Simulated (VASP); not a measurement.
**GaN: single point with r2SCAN+rVV10**

GaN:

```
Ga N
1.0
     0.00000    2.24421    2.24421
     2.24421    0.00000    2.24421
     2.24421    2.24421    0.00000
Ga N
1 1
Direct
  0.00000 0.00000 0.00000
  0.75000 0.75000 0.75000
```

```
Program             : VASP 6.6.1
Task                : single point
Functional          : r2SCAN
Dispersion          : rVV10
Potentials or basis : VASP PAW PBE potentials, release 64 (Ga_d, N_h)
Cutoff              : 1460 eV
k mesh              : 10 × 10 × 10
Occupations         : fermi-dirac, width 0.03 eV
Spin                : no spin polarisation
```

The pressure is 1.0 GPa and the band gap on the k mesh is 2.17 eV.

Levels at points of the mesh, in eV from the valence-band top:
```
           k point  band 5  band 6  band 7  band 8  band 9  band 10  band 11  band 12  band 13  band 14
(0.00, 0.00, 0.00)  -13.45  -13.45    0.00    0.00    0.00     2.17    11.07    11.07    11.07    18.66
(0.50, 0.00, 0.00)  -13.41  -12.33   -7.26   -1.01   -1.01     5.22     9.46    11.04    11.04    16.55
(0.50, 0.50, 0.00)  -13.37  -11.96   -6.28   -2.83   -2.83     3.72     7.29    12.62    15.06    15.06
```

Wall time 5.1 min on 1 thread of AMD EPYC 7R43 64-Core Processor (Zen 3), with other jobs on the host, peak memory 0.5 GiB.

Caveat: the PAW data sets were made with another functional, which shifts forces and pressure a little.
